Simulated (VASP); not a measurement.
# Sn (Fd-3m) in VASP: single point with PBE+D3(BJ)

Aim: the single point of Sn with PBE+D3(BJ).

All numbers are computed with VASP 6.6.1; they aren't measurements. Logs are shortened: lines on timing, memory, paths and dates and some standing lists are left out, and cuts for length are marked.

### Step 1. The cell of the first run

The structure is cubic, space group Fd-3m (No. 227). The conventional cell has a = 6.467 Å, b = 6.467 Å, c = 6.467 Å, α = 90.00°, β = 90.00°, γ = 90.00°. Within 3.7 Å of Sn (site symmetry -43m) lie 4 Sn at 2.80 Å.

### Step 2. Single point, PBE+D3(BJ)

INCAR reads:

```
  ALGO = Normal
  EDIFF = 1E-6
  ENCUT = 500
  GGA = PE
  GGA_COMPAT = F
  ISIF = 2
  ISMEAR = -1
  IVDW = 12
  LASPH = T
  LCHARG = F
  LREAL = F
  LWAVE = F
  NBANDS = 21
  NELM = 120
  PREC = Accurate
  SIGMA = 0.1
```

KPOINTS reads:

```
k-points
0
Gamma
  6 6 6
```

POSCAR reads:

```
Sn
1.0
    0.0000000000      3.2333428000      3.2333428000
    3.2333428000      0.0000000000      3.2333428000
    3.2333428000      3.2333428000      0.0000000000
Sn
2
Direct
    0.0000000000      0.0000000000      0.0000000000
    0.2500000000      0.2500000000      0.2500000000
```

Potentials or basis: VASP PAW PBE potentials, release 64 (Sn_d).

Run with:

```bash
$ cat potpaw_PBE.64/Sn_d/POTCAR > POTCAR
$ mpirun -np 1 vasp_std > vasp.out
```

OUTCAR:

```text
EDIFF = 1E-6
   ENCUT = 500
   GGA = PE
   ISIF = 2
   ISMEAR = -1
   IVDW = 12
   LASPH = T
   LREAL = F
   NELM = 120
   PREC = Accurate
 IVDW          = 12

 ion  position               nearest neighbor table
   1  0.000  0.000  0.000-   2 2.80   2 2.80   2 2.80   2 2.80
   2  0.250  0.250  0.250-   1 2.80   1 2.80   1 2.80   1 2.80

  LATTYP: Found a face centered cubic cell.
 ALAT       =     6.4666856000

  Lattice vectors:

 A1 = (   0.0000000000,   3.2333428000,   3.2333428000)
 A2 = (   3.2333428000,   0.0000000000,   3.2333428000)
 A3 = (   3.2333428000,   3.2333428000,   0.0000000000)

Analysis of symmetry for initial positions (statically):
=====================================================================
 Subroutine PRICEL returns:
 Original cell was already a primitive cell.

 Routine SETGRP: Setting up the symmetry group for a
 face centered cubic supercell.

 Subroutine GETGRP returns: Found 48 space group operations
 (whereof 24 operations were pure point group operations)
 out of a pool of 48 trial point group operations.

The static configuration has the point symmetry T_d .
 The point group associated with its full space group is O_h .

Analysis of symmetry for dynamics (positions and initial velocities):
=====================================================================
 Subroutine PRICEL returns:
 Original cell was already a primitive cell.

 Routine SETGRP: Setting up the symmetry group for a
 face centered cubic supercell.

 Subroutine GETGRP returns: Found 48 space group operations
 (whereof 24 operations were pure point group operations)
 out of a pool of 48 trial point group operations.

The dynamic configuration has the point symmetry T_d .
 The point group associated with its full space group is O_h .

 Subroutine INISYM returns: Found 48 space group operations
 (whereof 24 operations are pure point group operations),
 and found     1 'primitive' translations

----------------------------------------------------------------------------------------

                                     Primitive cell

  volume of cell :      67.6060

  direct lattice vectors                    reciprocal lattice vectors
     0.000000000  3.233342800  3.233342800    -0.154638723  0.154638723  0.154638723
[... 71 lines left out ...]
   ISPIN  =      1    spin polarized calculation?
   LNONCOLLINEAR =      F non collinear calculations
   LSORBIT =      F    spin-orbit coupling
   LASPH  =      T    aspherical Exc in radial PAW
   ENCUT  =  500.0 eV  36.75 Ry    6.06 a.u.   8.34  8.34  8.34*2*pi/ulx,y,z
   NELM   =    120;   NELMIN=  2; NELMDL= -5     # of ELM steps
   EDIFF  = 0.1E-05   stopping-criterion for ELM
   LREAL  =      F    real-space projection
   EDIFFG = 0.1E-04   stopping-criterion for IOM
   NSW    =      0    number of steps for IOM
   IBRION =     -1    ionic relax: 0-MD 1-quasi-New 2-CG
   NFREE  =      0    steps in history (QN), initial steepest desc. (CG)
   ISIF   =      2    stress and relaxation
   ISYM   =      2    0-nonsym 1-usesym 2-fastsym
   POTIM  = 0.5000    time-step for ionic-motion
   TEBEG  =    0.0;   TEEND  =   0.0 temperature during run
   PSTRESS=    0.0 pullay stress
   NELECT =      28.0000    total number of electrons
   NUPDOWN=      -1.0000    fix difference up-down
   EMIN   =  10.00;   EMAX   =-10.00  energy-range for DOS
   EFERMI =   0.00;   METHOD = LEGACY
   ISMEAR =    -1;   SIGMA  =   0.10  broadening in eV -4-tet -1-fermi 0-gaus
   EFERMI_NEDOS =   21; number of points for ismear=-14 and -15
   IALGO  =     38    algorithm
   IMIX   =      4    mixing-type and parameters
     AMIX     =   0.40;   BMIX     =  1.00
     AMIX_MAG =   1.60;   BMIX_MAG =  1.00
  volume/ion in A,a.u.               =      33.80       228.11
  Fermi-wavevector in a.u.,A,eV,Ry     =   1.220298  2.306028 20.260793  1.489126
  Thomas-Fermi vector in A             =   2.355520
   LORBIT       =      0    0 simple, 1 ext, 2 COOP (PROOUT), +10 PAW based schemes
   GGA     = PE    functional components
   LHFCALC =     F    Hartree Fock is set to
   AEXX    =    0.0000 exact exchange contribution
   IVDW    =    12    specifies the selected vdW correction
   LEPSILON=     F    determine dielectric tensor
   LRPA    =     F    only Hartree local field effects (RPA)
 non-spin polarized calculation
  energy-cutoff  :      500.00
  volume of cell :       67.61
 maximum number of plane-waves:      1759
 NGX is ok and might be reduce to    36
   NGX = 17   NGY = 17   NGZ = 17

 number of electron      28.0000008 magnetization

 Free energy of the ion-electron system (eV)
  ---------------------------------------------------
  ext. energy  EPLUGINS =         0.00000000
  ---------------------------------------------------
  free energy    TOTEN  =        -7.59639682 eV

  energy without entropy =       -7.58712799  energy(sigma->0) =       -7.59176241

 E-fermi :   5.7132     XC(G=0):  -8.9173

 val. band max:        5.3960524018   @ k =   0.1667   0.0000   0.0000
 cond. band min:       5.7747973026   @ k =   0.5000   0.0000   0.0000
 fundamental gap:      0.3787449007
 Fermi energy:         5.7131653876

 k-point     1 :       0.0000    0.0000    0.0000
  band No.  band energies     occupation
      1     -15.9419      2.00000
      2     -15.9419      2.00000
      3     -15.9419      2.00000
      4     -15.8809      2.00000
      5     -15.8809      2.00000
      6     -15.5631      2.00000
[... 373 lines left out ...]
     20      14.8904      0.00000
     21      16.0528      0.00000

------------------------ aborting loop because EDIFF is reached ----------------------------------------

 Edisp (eV)   -0.62177

 E8    (eV) :    -0.3013

  FORCE on cell =-STRESS in cart. coord.  units (eV):
  Direction    XX          YY          ZZ          XY          YZ          ZX
  --------------------------------------------------------------------------------------
  -------------------------------------------------------------------------------------
  Total       0.94267     0.94267     0.94267    -0.00000    -0.00000    -0.00000
  in kB      22.34010    22.34010    22.34010    -0.00000    -0.00000    -0.00000
  external pressure =       22.34 kB  Pullay stress =        0.00 kB

 VOLUME and BASIS-vectors are now :
 -----------------------------------------------------------------------------
  energy-cutoff  :      500.00
  volume of cell :       67.61
      direct lattice vectors                 reciprocal lattice vectors
     0.000000000  3.233342800  3.233342800    -0.154638723  0.154638723  0.154638723
     3.233342800  0.000000000  3.233342800     0.154638723 -0.154638723  0.154638723
     3.233342800  3.233342800  0.000000000     0.154638723  0.154638723 -0.154638723

 POSITION                                       TOTAL-FORCE (eV/Angst)
 -----------------------------------------------------------------------------------
      0.00000      0.00000      0.00000         0.000000      0.000000      0.000000
      1.61667      1.61667      1.61667        -0.000000     -0.000000     -0.000000
 -----------------------------------------------------------------------------------
    total drift:                                0.000000      0.000000      0.000000

  FREE ENERGIE OF THE ION-ELECTRON SYSTEM (eV)
  ---------------------------------------------------
  free  energy   TOTEN  =        -8.2181712714 eV

  energy  without entropy=       -8.2089024477  energy(sigma->0) =       -8.21353686
```

stdout:

```text
POSCAR found type information on POSCAR Sn
 POSCAR found :  1 types and       2 ions
 scaLAPACK will be used
 LDA part: xc-table for (Slater+PW92), standard interpolation
 POSCAR, INCAR and KPOINTS ok, starting setup
 FFT: planning ... GRIDC
 FFT: planning ... GRID_SOFT
 FFT: planning ... GRID
 WAVECAR not read
 entering main loop
```

Wall time 22 s (1 thread of Intel Xeon Platinum 8488C (Sapphire Rapids), shared host); peak memory 0.2 GiB.

What came out:

```
Free energy                : -8.2182 eV
Pressure                   : 2.2 GPa
Band gap on the k mesh     : zero (band 14 reaches 5.85 eV, above the bottom of band 15 at 5.77 eV)
Dispersion energy per atom : -0.311 eV
```

Caveat: three body term missing; spin-orbit coupling is left out, which moves the levels of the heavy elements; pairwise dispersion overbinds metals, which lowers pressure and volume.
